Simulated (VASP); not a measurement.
# SrTiO3 (P4mm) in VASP: notebook

SrTiO3 is run at these levels: PBEsol; tasks: single point.

All numbers are computed with VASP 6.6.1; they aren't measurements. Logs are shortened: lines on timing, memory, paths and dates and some standing lists are left out, and cuts for length are marked.

## (1) The cell of the first run

It takes space group P4mm (No. 99, tetragonal). Conventional cell: a = 3.891 Å, b = 3.891 Å, c = 3.891 Å, α = 90.00°, β = 90.00°, γ = 90.00°. Within 3.4 Å of Sr (site symmetry 4mm) lie 12 O at 2.57 to 2.94 Å and 4 Ti at 3.25 Å. Within 2.6 Å of Ti (site symmetry 4mm) lie 6 O at 1.93 to 1.96 Å. Within 2.6 Å of O (site symmetry 4mm) lie 2 Ti at 1.93 to 1.96 Å. Within 2.6 Å of O (site symmetry 2mm) lie 2 Ti at 1.95 Å and 2 Sr at 2.57 Å.

## (2) Single point, PBEsol (mode 1 frozen in at -0.093 Å and mode 7 at -0.149 Å (largest displacements))

INCAR reads:

```
PREC = Accurate ; ENCUT = 520
EDIFF = 1E-6 ; ISMEAR = 0
SIGMA = 0.05 ; LREAL = F
LASPH = T ; NELM = 100
ALGO = Normal ; ISIF = 2
LWAVE = F ; LCHARG = F
GGA = PS ; NBANDS = 28
```

KPOINTS reads:

```
regular mesh
0
Gamma
  8 8 8
```

POSCAR reads:

```
SrTiO3
1.0
    3.8913815400      0.0000000000      0.0000000000
    0.0000000000      3.8913815400      0.0000000000
    0.0000000000      0.0000000000      3.8913815400
Sr Ti O
1 1 3
Direct
    0.0321947117      0.0000000000      0.0000000000
    0.4749472300      0.5000000000      0.5000000000
   -0.0296036927      0.5000000000      0.5000000000
    0.4641205632      0.0000000000      0.5000000000
    0.4641205632      0.5000000000      0.0000000000
```

Potentials or basis: VASP PAW PBE potentials, release 64 (Sr_sv, Ti_sv, O).

Run with:

```bash
$ cat potpaw_PBE.64/Sr_sv/POTCAR potpaw_PBE.64/Ti_sv/POTCAR potpaw_PBE.64/O/POTCAR > POTCAR
$ mpirun -np 1 vasp_std > vasp.out
```

OUTCAR:

```text
PREC = Accurate
   ENCUT = 520
   EDIFF = 1E-6
   ISMEAR = 0
   LREAL = F
   LASPH = T
   NELM = 100
   ISIF = 2
   GGA = PS

 ion  position               nearest neighbor table
   1  0.032  0.000  0.000-   4 2.57   5 2.57   4 2.57   5 2.57   3 2.76   3 2.76   3 2.76   3 2.76
                             4 2.94   5 2.94   4 2.94   5 2.94   2 3.25   2 3.25   2 3.25   2 3.25
   2  0.475  0.500  0.500-   3 1.93   4 1.95   5 1.95   5 1.95   4 1.95   3 1.96   1 3.25   1 3.25
                             1 3.25   1 3.25   1 3.50   1 3.50   1 3.50   1 3.50
   3  0.970  0.500  0.500-   2 1.93   2 1.96   1 2.76   1 2.76   1 2.76   1 2.76
   4  0.464  0.000  0.500-   2 1.95   2 1.95   1 2.57   1 2.57   1 2.94   1 2.94
   5  0.464  0.500  0.000-   2 1.95   2 1.95   1 2.57   1 2.57   1 2.94   1 2.94

  LATTYP: Found a simple cubic cell.
 ALAT       =     3.8913815400

  Lattice vectors:

 A1 = (   3.8913815400,   0.0000000000,   0.0000000000)
 A2 = (   0.0000000000,   3.8913815400,   0.0000000000)
 A3 = (   0.0000000000,   0.0000000000,   3.8913815400)

Analysis of symmetry for initial positions (statically):
=====================================================================
 Subroutine PRICEL returns:
 Original cell was already a primitive cell.

 Routine SETGRP: Setting up the symmetry group for a
 simple cubic supercell.

 Subroutine GETGRP returns: Found  8 space group operations
 (whereof  8 operations were pure point group operations)
 out of a pool of 48 trial point group operations.

The static configuration has the point symmetry C_4v.

Analysis of symmetry for dynamics (positions and initial velocities):
=====================================================================
 Subroutine PRICEL returns:
 Original cell was already a primitive cell.

 Routine SETGRP: Setting up the symmetry group for a
 simple cubic supercell.

 Subroutine GETGRP returns: Found  8 space group operations
 (whereof  8 operations were pure point group operations)
 out of a pool of 48 trial point group operations.

The dynamic configuration has the point symmetry C_4v.

 Subroutine INISYM returns: Found  8 space group operations
 (whereof  8 operations are pure point group operations),
 and found     1 'primitive' translations

----------------------------------------------------------------------------------------

                                     Primitive cell

  volume of cell :      58.9266

  direct lattice vectors                    reciprocal lattice vectors
[... 91 lines left out ...]
   ENCUT  =  520.0 eV  38.22 Ry    6.18 a.u.   7.24  7.24  7.24*2*pi/ulx,y,z
   NELM   =    100;   NELMIN=  2; NELMDL= -5     # of ELM steps
   EDIFF  = 0.1E-05   stopping-criterion for ELM
   LREAL  =      F    real-space projection
   EDIFFG = 0.1E-04   stopping-criterion for IOM
   NSW    =      0    number of steps for IOM
   IBRION =     -1    ionic relax: 0-MD 1-quasi-New 2-CG
   NFREE  =      0    steps in history (QN), initial steepest desc. (CG)
   ISIF   =      2    stress and relaxation
   ISYM   =      2    0-nonsym 1-usesym 2-fastsym
   POTIM  = 0.5000    time-step for ionic-motion
   TEBEG  =    0.0;   TEEND  =   0.0 temperature during run
   PSTRESS=    0.0 pullay stress
   NELECT =      40.0000    total number of electrons
   NUPDOWN=      -1.0000    fix difference up-down
   EMIN   =  10.00;   EMAX   =-10.00  energy-range for DOS
   EFERMI =   0.00;   METHOD = LEGACY
   ISMEAR =     0;   SIGMA  =   0.05  broadening in eV -4-tet -1-fermi 0-gaus
   EFERMI_NEDOS =   21; number of points for ismear=-14 and -15
   IALGO  =     38    algorithm
   IMIX   =      4    mixing-type and parameters
     AMIX     =   0.40;   BMIX     =  1.00
     AMIX_MAG =   1.60;   BMIX_MAG =  1.00
  volume/ion in A,a.u.               =      11.79        79.53
  Fermi-wavevector in a.u.,A,eV,Ry     =   1.438769  2.718879 28.164817  2.070056
  Thomas-Fermi vector in A             =   2.557699
   LORBIT       =      0    0 simple, 1 ext, 2 COOP (PROOUT), +10 PAW based schemes
   GGA     = PS    functional components
   LHFCALC =     F    Hartree Fock is set to
   AEXX    =    0.0000 exact exchange contribution
   IVDW    =     0    specifies the selected vdW correction
   LEPSILON=     F    determine dielectric tensor
   LRPA    =     F    only Hartree local field effects (RPA)
 non-spin polarized calculation
 Gauss-broadening in eV      SIGMA  =   0.05
  energy-cutoff  :      520.00
  volume of cell :       58.93
 maximum number of plane-waves:      1622
 NGX is ok and might be reduce to    30
   NGX = 15   NGY = 15   NGZ = 15

 number of electron      40.0000013 magnetization

 Free energy of the ion-electron system (eV)
  ---------------------------------------------------
  ext. energy  EPLUGINS =         0.00000000
  ---------------------------------------------------
  free energy    TOTEN  =       -41.91465612 eV

  energy without entropy =      -41.91465612  energy(sigma->0) =      -41.91465612

 E-fermi :   4.4251     XC(G=0): -11.5761

 val. band max:        4.0669878297   @ k =   0.5000   0.5000   0.5000
 cond. band min:       5.8564343350   @ k =   0.0000   0.0000   0.0000
 fundamental gap:      1.7894465052
 Fermi energy:         4.4250710143

 k-point     1 :       0.0000    0.0000    0.0000
  band No.  band energies     occupation
      1     -52.0842      2.00000
      2     -28.4695      2.00000
      3     -28.4591      2.00000
      4     -28.4591      2.00000
      5     -28.3933      2.00000
      6     -13.3657      2.00000
[... 733 lines left out ...]
     27      12.1533      0.00000
     28      12.4051      0.00000

 [... further k-points ...]
[... 5 lines left out ...]
  --------------------------------------------------------------------------------------
  -------------------------------------------------------------------------------------
  Total        0.8625853      0.8207636      0.8207636      0.0000000      0.0000000      0.0000000
  in kB       23.4531503     22.3160455     22.3160455      0.0000000      0.0000000      0.0000000
  external PRESSURE =      22.6950804 kB  Pullay stress =       0.0000000 kB

 VOLUME and BASIS-vectors are now :
 -----------------------------------------------------------------------------
  energy-cutoff  :      520.00
  volume of cell :       58.93
      direct lattice vectors                 reciprocal lattice vectors
     3.891381540  0.000000000  0.000000000     0.256978143  0.000000000  0.000000000
     0.000000000  3.891381540  0.000000000     0.000000000  0.256978143  0.000000000
     0.000000000  0.000000000  3.891381540     0.000000000  0.000000000  0.256978143

 POSITION                                       TOTAL-FORCE (eV/Angst)
 -----------------------------------------------------------------------------------
      0.12528      0.00000      0.00000        -0.931036     -0.000000      0.000000
      1.84820      1.94569      1.94569         0.695357     -0.000000      0.000000
      3.77618      1.94569      1.94569         0.007106      0.000000     -0.000000
      1.80607      0.00000      1.94569         0.114287     -0.000000      0.000000
      1.80607      1.94569      0.00000         0.114287     -0.000000      0.000000
 -----------------------------------------------------------------------------------
    total drift:                                0.000077      0.000000     -0.000001

  FREE ENERGIE OF THE ION-ELECTRON SYSTEM (eV)
  ---------------------------------------------------
  free  energy   TOTEN  =       -41.9146561247 eV

  energy  without entropy=      -41.9146561247  energy(sigma->0) =      -41.91465612
```

stdout:

```text
POSCAR found type information on POSCAR SrTiO
 POSCAR found :  3 types and       5 ions
 scaLAPACK will be used
 -----------------------------------------------------------------------------
|                                                                             |
|                                                                             |
|     You enforced a specific xc type in the INCAR file but a different       |
|     I HOPE YOU KNOW WHAT YOU ARE DOING!                                     |
|                                                                             |
 -----------------------------------------------------------------------------

 LDA part: xc-table for (Slater+PW92), standard interpolation
 POSCAR, INCAR and KPOINTS ok, starting setup
 FFT: planning ... GRIDC
 FFT: planning ... GRID_SOFT
 FFT: planning ... GRID
 WAVECAR not read
 entering main loop
```

Wall time 57 s (1 thread of Intel Xeon 6975P-C (Granite Rapids), shared host); peak memory 0.25 GiB.

Results:

* Free energy: -41.9147 eV
* Pressure: 2.3 GPa
* Largest force: 0.931 eV/Å
* Band gap on the k mesh: 1.79 eV, indirect (least direct gap 2.15 eV)

Forces in eV/Å, atoms in the order of the input:
```
Sr  -0.931  0.000  0.000
Ti   0.695  0.000  0.000
O    0.007  0.000  0.000
O    0.114  0.000  0.000
O    0.114  0.000  0.000
```

Caveat: the cell differs from its parent crystal (mode 1 frozen in at -0.093 Å and mode 7 at -0.149 Å (largest displacements)); the PAW data sets were made with another functional, which shifts forces and pressure a little.

## (3) Single point, PBEsol (mode 1 frozen in at -0.031 Å and mode 7 at -0.299 Å (largest displacements))

INCAR reads:

```
SYSTEM = SrTiO3
ALGO     = Normal         ! electronic algorithm
EDIFF    = 1E-7           ! SCF threshold, eV
ENCUT    = 520            ! plane-wave cutoff, eV
GGA      = PS             ! functional
ISIF     = 2              ! what is computed and relaxed
ISMEAR   = 0              ! smearing method
LASPH    = .TRUE.         ! aspherical terms in the spheres
LCHARG   = .TRUE.         ! write CHGCAR
LELF     = .TRUE.         ! ELF
LREAL    = .FALSE.        ! projectors in reciprocal space
LVHAR    = .TRUE.       
LWAVE    = .FALSE.        ! write WAVECAR
NBANDS   = 28             ! bands
NELM     = 60             ! most SCF steps
PREC     = Accurate       ! precision mode
SIGMA    = 0.05           ! smearing width, eV
```

KPOINTS reads:

```
k-points
0
G
  8 8 8
  0 0 0
```

POSCAR reads:

```
SrTiO3
1.0
    3.8913815400      0.0000000000      0.0000000000
    0.0000000000      3.8913815400      0.0000000000
    0.0000000000      0.0000000000      3.8913815400
Sr Ti O
1 1 3
Direct
    0.0553658535      0.0000000000      0.0000000000
    0.4276186895      0.5000000000      0.5000000000
   -0.0228058866      0.5000000000      0.5000000000
    0.4680727385      0.0000000000      0.5000000000
    0.4680727385      0.5000000000      0.0000000000
```

Potentials or basis: VASP PAW PBE potentials, release 64 (Sr_sv, Ti_sv, O).

Run with:

```bash
$ cat potpaw_PBE.64/Sr_sv/POTCAR potpaw_PBE.64/Ti_sv/POTCAR potpaw_PBE.64/O/POTCAR > POTCAR
$ mpirun -np 1 vasp_std > vasp.out
```

It took 69 s on 1 thread of Intel Xeon 6975P-C (Granite Rapids), shared host; peak memory 0.26 GiB.

The run converged. Its results:

```yaml
Free_energy: -41.5493 eV
Pressure: 7.3 GPa
Largest_force: 2.629 eV/Å
Band_gap_on_the_k_mesh: 1.92 eV, indirect (least direct gap 2.39 eV)
```

Forces in eV/Å, atoms in the order of the input:
```
Sr  -1.795  0.000  0.000
Ti   2.629  0.000  0.000
O   -1.067  0.000  0.000
O    0.117  0.000  0.000
O    0.117  0.000  0.000
```

Stress tensor (GPa, compression positive):
```
10.42  0.00  0.00
 0.00  5.79  0.00
 0.00  0.00  5.79
```

Levels at points of the mesh, in eV from the valence-band top:
```csv
k point,band 17,band 18,band 19,band 20,band 21,band 22,band 23,band 24
"(0.00, 0.00, 0.00)",-1.17,-0.59,-0.46,-0.46,1.92,2.65,2.65,4.73
"(0.50, 0.00, 0.00)",-2.27,-1.96,-0.65,-0.65,2.09,4.31,4.31,4.74
"(0.00, 0.50, 0.00)",-2.27,-1.37,-1.11,-0.78,2.83,4.01,4.18,5.00
"(0.50, 0.50, 0.00)",-1.67,-1.44,-1.35,-0.04,4.01,4.35,4.69,5.74
"(0.00, 0.50, 0.50)",-1.85,-1.85,-1.58,-0.09,4.23,4.23,4.38,5.68
"(0.50, 0.50, 0.50)",-3.49,-0.01,-0.01,0.00,4.65,4.77,4.77,6.80
```

Caveat: the cell differs from its parent crystal (mode 1 frozen in at -0.031 Å and mode 7 at -0.299 Å (largest displacements)); the PAW data sets were made with another functional, which shifts forces and pressure a little.
